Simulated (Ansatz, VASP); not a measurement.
Two plane-wave programs on CdS

```
CELL_PARAMETERS angstrom
4.15694 0.00000 0.00000
2.07847 3.60002 0.00000
2.07847 1.20001 3.39413
ATOMIC_POSITIONS crystal
Cd 0.00000 0.00000 0.00000
S 0.25000 0.25000 0.25000
```

Alike in both runs: functional r2SCAN; k mesh 6 × 6 × 6; no spin polarisation.

Ansatz relaxed the structure, and its values are those at the end. VASP's run is a single point on that final structure, the one shown.

|  | VASP | Ansatz |
| --- | --- | --- |
| version | VASP 6.6.1 | Ansatz 0.2.0 |
| potentials or method | VASP PAW PBE potentials, release 64 (Cd, S) | plane waves, PAW |
| plane-wave cutoff (eV) | 520 | 500 |
| occupations | methfessel-paxton of order 1, width 0.1 eV | methfessel-paxton of order 1 |
| valence electrons in the cell | 18 | 26 |

Ansatz gave:

- pressure (GPa): 0.0

Problem. Which values does VASP return?

Solution. Pressure (GPa): 0.3.

VASP's potentials were made for PBE, not for r2SCAN. VASP's potentials hold 18 valence electrons a cell and Ansatz's 26, so a difference there can come from the potentials and not from the codes.
